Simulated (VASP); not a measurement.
A run of VASP 6.6.1 is set up as follows.

INCAR

```
  PREC = Accurate
  ENCUT = 400
  EDIFF = 1E-6
  ISMEAR = 1
  SIGMA = 0.1
  LREAL = False
  LASPH = True
  NELM = 120
  ALGO = Normal
  ISIF = 2
  LWAVE = False
  LCHARG = True
  LDIPOL = True
  IDIPOL = 3
  DIPOL = 0.5 0.5 0.662
  GGA = PE
  LELF = True
  LVHAR = True
  LVACPOTAV = True
  NBANDS = 36
  GGA_COMPAT = False
  NELMDL = -8
```

KPOINTS

```
regular mesh
0
Gamma
  10 10 1
```

The input POSCAR:

```
W
1.0
    3.2891603046      0.0000000000      0.0000000000
    0.0000000000      3.2891603046      0.0000000000
    0.0000000000      0.0000000000     25.8987747953
W
4
Direct
    0.0000000000      0.0000000000      0.5818336318
    0.5000000000      0.5000000000      0.6283901473
    1.0000000000      0.0000000000      0.6952946768
    0.5000000000      0.5000000000      0.7418534436
```

Potentials or basis: VASP PAW PBE potentials, release 64 (W_sv).

Command:

```bash
$ cat potpaw_PBE.64/W_sv/POTCAR > POTCAR
$ mpirun -np 1 vasp_std > vasp.out
```

**Question.** Estimate the band gap on the k mesh.

**Answer.** Zero (bands 28 and 29 overlap by 1.08 eV).

**Question.** What does it give for the largest force?

**Answer.** 0.060 eV/Å.

Forces on the atoms (eV/Å):
```
W    0.000  0.000 -0.060
W    0.000  0.000  0.020
W    0.000  0.000 -0.020
W    0.000  0.000  0.060
```

Caveat: spin-orbit coupling is left out, which moves the levels of the heavy elements.
